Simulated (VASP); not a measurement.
**HfSc4: single point with PBE**

The system is HfSc4.

```xyz
5
Lattice="5.0036 0.0000 0.0000 0.0000 5.0036 0.0000 0.0000 0.0000 5.0036" Properties=species:S:1:pos:R:3 pbc="T T T"
Hf    2.5018    2.5018    2.5018
Sc    2.5018    0.0000    0.0000
Sc    0.0000    2.5018    0.0000
Sc    0.0000    0.0000    2.5018
Sc    0.0000    0.0000    0.0000
```

* Program: VASP 6.6.1
* Task: single point
* Functional: PBE
* Potentials or basis: VASP PAW PBE potentials, release 64 (Hf_pv, Sc_sv)
* Cutoff: 520 eV
* k mesh: 8 × 8 × 8
* Occupations: gaussian, width 0.1 eV
* Spin: no spin polarisation

```json
{"Pressure": "0.1 GPa", "Band gap on the k mesh": "zero (band 27 reaches 4.02 eV, above the bottom of band 28 at 3.21 eV)"}
```

Levels at points of the mesh, in eV from the Fermi level:
```tsv
k point	band 25	band 26	band 27	band 28	band 29	band 30
(0.00, 0.00, 0.00)	-1.49	-0.84	-0.34	-0.34	0.73	0.73
(0.50, 0.00, 0.00)	-0.75	-0.43	-0.22	-0.22	-0.16	0.07
(0.50, 0.50, 0.00)	-1.07	-0.10	0.30	0.32	0.49	0.84
(0.50, 0.50, 0.50)	-0.77	-0.77	0.47	1.08	1.08	1.38
```

Wall time 2.6 min on 1 thread of AMD EPYC 7R13 Processor (Zen 3) (shared host), peak memory 0.29 GiB.

Caveat: spin-orbit coupling is left out, which moves the levels of the heavy elements.
